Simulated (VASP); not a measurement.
# Si16C (a cell with a defect) in VASP: single point with PBEsol

Aim: the single point of Si16C (a cell with a defect) with PBEsol.

Everything below comes from runs of VASP 6.6.1. Logs are shortened: lines on timing, memory, paths and dates and some standing lists are left out, and cuts for length are marked.

## 1. The cell of the first run

The cell holds a defect, 17 atoms: a = 7.679 Å, b = 7.679 Å, c = 7.679 Å, α = 60.00°, β = 60.00°, γ = 60.00°.

## 2. Single point, PBEsol, collinear spin

INCAR reads:

```
ALGO = Normal
EDIFF = 1E-6
ENCUT = 520
GGA = PS
ISIF = 2
ISMEAR = -1
ISPIN = 2
LASPH = True
LCHARG = True
LELF = True
LORBIT = 11
LREAL = Auto
LVHAR = True
LWAVE = False
MAGMOM = 0 0 0 0 0 0 0 0 0 0 0 0 0 0 0 0 1
NBANDS = 52
NELM = 150
PREC = Accurate
SIGMA = 0.02
```

KPOINTS reads:

```
k-points
0
Gamma
  2 2 2
```

POSCAR reads:

```
Si16C
1.0
    0.0000000000      5.4300000000      5.4300000000
    5.4300000000      0.0000000000      5.4300000000
    5.4300000000      5.4300000000      0.0000000000
Si C
16 1
Direct
   -0.0216482505     -0.0242265193      0.1459023941
    0.2710128913      0.2373296501      0.1554327808
    0.2054143646      0.0589134438      0.4876058932
    0.2244843462      0.1871178637      0.8412799263
   -0.1030018416      0.7086372007     -0.1398158379
    0.0962615101      0.6898158379      0.0487292818
   -0.0905801105      0.3117403315      0.6704880295
    0.0426519337      0.6849171271      0.4876243094
    0.5012891344     -0.0232412523     -0.0194475138
    0.6830202578      0.0126151013      0.1376243094
    0.4596869245      0.0247329650      0.5655616943
    0.7363075506      0.1043186004      0.5724401473
    0.5610313076      0.3597974217     -0.0806629834
    0.4453867403      0.6553499079      0.0253314917
    0.3453314917      0.4084069982      0.4064364641
    0.5481399632      0.5679005525      0.5647882136
    1.0036187845      0.9175966851      0.5946685083
```

Potentials or basis: VASP PAW PBE potentials, release 64 (Si, C).

On the command line:

```
$ cat potpaw_PBE.64/Si/POTCAR potpaw_PBE.64/C/POTCAR > POTCAR
$ mpirun -np 1 vasp_std > vasp.out
```

OUTCAR:

```text
EDIFF = 1E-6
   ENCUT = 520
   GGA = PS
   ISIF = 2
   ISMEAR = -1
   ISPIN = 2
   LASPH = True
   LORBIT = 11
   LREAL = Auto
   NELM = 150
   PREC = Accurate

 ion  position               nearest neighbor table
   1  0.978  0.976  0.146-  10 2.17   6 2.27   8 2.54   4 2.56  14 3.15
   2  0.271  0.237  0.155-   3 2.13  13 2.34   9 2.39  10 2.71   4 2.83   6 2.85
   3  0.205  0.059  0.488-  17 1.94   2 2.13  11 2.18   7 2.46  15 3.05
   4  0.224  0.187  0.841-   9 2.32  11 2.42   1 2.56  15 2.78   2 2.83   7 2.84
   5  0.897  0.709  0.860-  17 1.94   6 2.50   8 2.57   9 2.68  12 2.81
   6  0.096  0.690  0.049-   1 2.27  14 2.48   5 2.50   2 2.85  10 2.89
   7  0.909  0.312  0.670-  13 2.36   3 2.46  16 2.72   4 2.84   8 2.95  12 3.03
   8  0.043  0.685  0.488-  17 2.16  15 2.29   1 2.54   5 2.57   7 2.95  12 3.05
   9  0.501  0.977  0.981-   4 2.32   2 2.39  10 2.42  14 2.54  12 2.66   5 2.68  13 2.97
  10  0.683  0.013  0.138-   1 2.17  13 2.32   9 2.42   2 2.71  11 2.87   6 2.89
  11  0.460  0.025  0.566-   3 2.18  15 2.41   4 2.42  12 2.52  10 2.87
  12  0.736  0.104  0.572-  17 1.86  11 2.52   9 2.66   5 2.81   7 3.03   8 3.05  16 3.08
  13  0.561  0.360  0.919-  10 2.32   2 2.34   7 2.36  14 2.39  16 2.40   9 2.97
  14  0.445  0.655  0.025-  13 2.39   6 2.48  15 2.53   9 2.54   1 3.15
  15  0.345  0.408  0.406-   8 2.29  11 2.41  14 2.53   4 2.78   3 3.05
  16  0.548  0.568  0.565-  13 2.40   7 2.72  12 3.08
  17  0.004  0.918  0.595-  12 1.86   3 1.94   5 1.94   8 2.16

  LATTYP: Found a face centered cubic cell.
 ALAT       =    10.8600000000

  Lattice vectors:

 A1 = (   0.0000000000,   5.4300000000,   5.4300000000)
 A2 = (   5.4300000000,   0.0000000000,   5.4300000000)
 A3 = (   5.4300000000,   5.4300000000,   0.0000000000)

Analysis of symmetry for initial positions (statically):
=====================================================================
 Subroutine PRICEL returns:
 Original cell was already a primitive cell.

 Routine SETGRP: Setting up the symmetry group for a
 face centered cubic supercell.

 Subroutine GETGRP returns: Found  1 space group operations
 (whereof  1 operations were pure point group operations)
 out of a pool of 48 trial point group operations.

The static configuration has the point symmetry C_1 .

Analysis of symmetry for dynamics (positions and initial velocities):
=====================================================================
 Subroutine PRICEL returns:
 Original cell was already a primitive cell.

 Routine SETGRP: Setting up the symmetry group for a
 face centered cubic supercell.

 Subroutine GETGRP returns: Found  1 space group operations
 (whereof  1 operations were pure point group operations)
 out of a pool of 48 trial point group operations.

The dynamic configuration has the point symmetry C_1 .

Analysis of structural, dynamic, and magnetic symmetry:
=====================================================================
 Subroutine PRICEL returns:
 Original cell was already a primitive cell.

 Routine SETGRP: Setting up the symmetry group for a
 face centered cubic supercell.

 Subroutine GETGRP returns: Found  1 space group operations
 (whereof  1 operations were pure point group operations)
 out of a pool of 48 trial point group operations.

The overall configuration has the point symmetry C_1 .

 Subroutine INISYM returns: Found  1 space group operations
 (whereof  1 operations are pure point group operations),
 and found     1 'primitive' translations

----------------------------------------------------------------------------------------

                                     Primitive cell

  volume of cell :     320.2060

  direct lattice vectors                    reciprocal lattice vectors
     0.000000000  5.430000000  5.430000000    -0.092081031  0.092081031  0.092081031
     5.430000000  0.000000000  5.430000000     0.092081031 -0.092081031  0.092081031
     5.430000000  5.430000000  0.000000000     0.092081031  0.092081031 -0.092081031

  length of vectors
     7.679179644  7.679179644  7.679179644     0.159489025  0.159489025  0.159489025

  position of ions in fractional coordinates (direct lattice)
[... 77 lines left out ...]
   dimension x,y,z NGX =    60 NGY =   60 NGZ =   60
   dimension x,y,z NGXF=   120 NGYF=  120 NGZF=  120
   ions per type =              16   1
   NGX,Y,Z   is equivalent  to a cutoff of  12.99, 12.99, 12.99 a.u.
   NGXF,Y,Z  is equivalent  to a cutoff of  25.98, 25.98, 25.98 a.u.
 SYSTEM =  unknown system
   PREC   = accura    normal or accurate (medium, high low for compatibility)
   ISTART =      0    job   : 0-new  1-cont  2-samecut
   ICHARG =      2    charge: 1-file 2-atom 10-const
   ISPIN  =      2    spin polarized calculation?
   LNONCOLLINEAR =      F non collinear calculations
   LSORBIT =      F    spin-orbit coupling
   LASPH  =      T    aspherical Exc in radial PAW
   ENCUT  =  520.0 eV  38.22 Ry    6.18 a.u.  14.28 14.28 14.28*2*pi/ulx,y,z
   NELM   =    150;   NELMIN=  2; NELMDL= -5     # of ELM steps
   EDIFF  = 0.1E-05   stopping-criterion for ELM
   LREAL  =      T    real-space projection
   EDIFFG = 0.1E-04   stopping-criterion for IOM
   NSW    =      0    number of steps for IOM
   IBRION =     -1    ionic relax: 0-MD 1-quasi-New 2-CG
   NFREE  =      0    steps in history (QN), initial steepest desc. (CG)
   ISIF   =      2    stress and relaxation
   ISYM   =      2    0-nonsym 1-usesym 2-fastsym
   POTIM  = 0.5000    time-step for ionic-motion
   TEBEG  =    0.0;   TEEND  =   0.0 temperature during run
   PSTRESS=    0.0 pullay stress
   NELECT =      68.0000    total number of electrons
   NUPDOWN=      -1.0000    fix difference up-down
   EMIN   =  10.00;   EMAX   =-10.00  energy-range for DOS
   EFERMI =   0.00;   METHOD = LEGACY
   ISMEAR =    -1;   SIGMA  =   0.02  broadening in eV -4-tet -1-fermi 0-gaus
   EFERMI_NEDOS =   21; number of points for ismear=-14 and -15
   IALGO  =     38    algorithm
   IMIX   =      4    mixing-type and parameters
     AMIX     =   0.40;   BMIX     =  1.00
     AMIX_MAG =   1.60;   BMIX_MAG =  1.00
  volume/ion in A,a.u.               =      18.84       127.11
  Fermi-wavevector in a.u.,A,eV,Ry     =   0.976715  1.845724 12.979587  0.953973
  Thomas-Fermi vector in A             =   2.107356
   LORBIT       =     11    0 simple, 1 ext, 2 COOP (PROOUT), +10 PAW based schemes
   GGA     = PS    functional components
   LHFCALC =     F    Hartree Fock is set to
   AEXX    =    0.0000 exact exchange contribution
   IVDW    =     0    specifies the selected vdW correction
   LEPSILON=     F    determine dielectric tensor
   LRPA    =     F    only Hartree local field effects (RPA)
 spin polarized calculation
  energy-cutoff  :      520.00
  volume of cell :      320.21
 maximum number of plane-waves:      8646
 NGX is ok and might be reduce to    60
   NGX = 29   NGY = 29   NGZ = 29

 number of electron      68.0000000 magnetization      -0.0018054

 number of electron      68.0000000 magnetization       0.0000435

 Free energy of the ion-electron system (eV)
  ---------------------------------------------------
  ext. energy  EPLUGINS =         0.00000000
  ---------------------------------------------------
  free energy    TOTEN  =       -89.79244689 eV

  energy without entropy =      -89.78707754  energy(sigma->0) =      -89.78976222

 E-fermi :   6.2362     XC(G=0):  -9.8061

 val. band max:        6.1999267118   @ k =   0.0000   0.0000   0.0000
 cond. band min:       6.2821350715   @ k =   0.5000   0.5000   0.5000
 fundamental gap:      0.0822083598
 Fermi energy:         6.2361705688

 spin component 1

 k-point     1 :       0.0000    0.0000    0.0000
  band No.  band energies     occupation
      1      -7.4604      1.00000
      2      -5.9830      1.00000
      3      -4.3569      1.00000
      4      -4.1576      1.00000
      5      -3.7336      1.00000
      6      -3.4022      1.00000
[... 381 lines left out ...]
     45       9.2104      0.00000
     46       9.4036      0.00000
 Fermi energy:         6.2361705688

 spin component 2

 k-point     1 :       0.0000    0.0000    0.0000
  band No.  band energies     occupation
      1      -7.4604      1.00000
      2      -5.9830      1.00000
      3      -4.3569      1.00000
      4      -4.1576      1.00000
      5      -3.7336      1.00000
      6      -3.4022      1.00000
[... 381 lines left out ...]
     45       9.2104      0.00000
     46       9.4036      0.00000
 [bands above 46 left out]

------------------------ aborting loop because EDIFF is reached ----------------------------------------

  FORCE on cell =-STRESS in cart. coord.  units (eV):
  Direction    XX          YY          ZZ          XY          YZ          ZX
  --------------------------------------------------------------------------------------
  -------------------------------------------------------------------------------------
  Total       -3.1273854      2.3466828     -8.9315875     -2.7629164      1.1831101     -3.4104028
  in kB      -15.6481322     11.7418218    -44.6899385    -13.8244814      5.9197895    -17.0642331
  external PRESSURE =     -16.1987497 kB  Pullay stress =       0.0000000 kB

 VOLUME and BASIS-vectors are now :
 -----------------------------------------------------------------------------
  energy-cutoff  :      520.00
  volume of cell :      320.21
      direct lattice vectors                 reciprocal lattice vectors
     0.000000000  5.430000000  5.430000000    -0.092081031  0.092081031  0.092081031
     5.430000000  0.000000000  5.430000000     0.092081031 -0.092081031  0.092081031
     5.430000000  5.430000000  0.000000000     0.092081031  0.092081031 -0.092081031

 POSITION                                       TOTAL-FORCE (eV/Angst)
 -----------------------------------------------------------------------------------
      6.09070      6.10470     10.61090         0.726505      1.742433      1.667749
      2.13270      2.31560      2.76030        -0.222708     -2.937834      1.603497
      2.96760      3.76310      1.43530         1.163696     -0.233034     -3.999603
      5.58420      5.78710      2.23500         1.231927     -1.006302     -0.735342
      8.51870      9.54150      8.71860         0.040485      0.059275      0.648546
      4.01030      0.78730      4.26840        -1.432710      0.122783     -0.641008
[... 9 lines left out ...]
      6.15050      6.04320      6.06010        -0.834256      0.562026     -0.213937
      8.21160      3.24870      5.00220        -1.255785      0.830547      0.051721
 -----------------------------------------------------------------------------------
    total drift:                                0.002524      0.000785      0.001580

  FREE ENERGIE OF THE ION-ELECTRON SYSTEM (eV)
  ---------------------------------------------------
  free  energy   TOTEN  =       -89.7924468916 eV

  energy  without entropy=      -89.7870775408  energy(sigma->0) =      -89.78976222

 total charge

# of ion       s       p       d       tot
------------------------------------------
    1        0.815   0.858   0.000   1.673
    2        0.826   0.845   0.000   1.671
    3        0.786   0.917   0.000   1.703
    4        0.835   0.750   0.000   1.585
    5        0.830   0.730   0.000   1.560
    6        0.819   0.770   0.000   1.589
[... 9 lines left out ...]
   16        0.897   0.616   0.000   1.514
   17        0.880   1.495   0.000   2.375
--------------------------------------------------
tot         13.997  14.126   0.000  28.123

 magnetization (x)

# of ion       s       p       d       tot
------------------------------------------
    1        0.000   0.000   0.000   0.000
    2       -0.000   0.000   0.000   0.000
    3        0.000   0.000   0.000   0.000
    4        0.000  -0.000   0.000  -0.000
    5       -0.000   0.000   0.000   0.000
    6        0.000   0.000   0.000   0.000
[... 9 lines left out ...]
   16       -0.000   0.000   0.000  -0.000
   17       -0.000  -0.000   0.000  -0.000
--------------------------------------------------
tot         -0.000  -0.000   0.000  -0.000
```

It took 7.1 min on 1 thread of Intel Xeon Platinum 8259CL at 2.50GHz (Skylake/Cascade Lake), shared host; peak memory 0.7 GiB.

What came out:

```
Free energy                                           : -89.7924 eV
Pressure                                              : -1.6 GPa
Largest force                                         : 4.172 eV/Å
Band gap on the k mesh                                : 0.08 eV
Net moment                                            : 0.00 μB per cell
Valence electrons inside the program's atomic spheres : Si 1.67, 1.70, 1.58, 1.56, 1.59, 1.63, 1.64, 1.57, 1.68, 1.51 (each value once); C 2.38
```

Forces on the atoms (eV/Å):
```
Si   0.727  1.742  1.668
Si  -0.223 -2.938  1.603
Si   1.164 -0.233 -4.000
Si   1.232 -1.006 -0.735
Si   0.040  0.059  0.649
Si  -1.433  0.123 -0.641
Si  -0.082 -0.282  1.093
Si   1.198 -0.464  0.010
Si  -1.754  0.968 -0.309
Si   0.242 -0.622 -1.508
Si  -0.609  2.009  0.998
Si   0.814 -0.408 -0.071
Si   0.441 -0.778  0.510
Si   0.474  0.431 -0.199
Si  -0.141  0.007  1.095
Si  -0.834  0.562 -0.214
C   -1.256  0.831  0.052
```

Caveat: the k points lie up to 0.50 Å⁻¹ apart; the atoms stand as in a frame of molecular dynamics; the PAW data sets were made with another functional, which shifts forces and pressure a little.
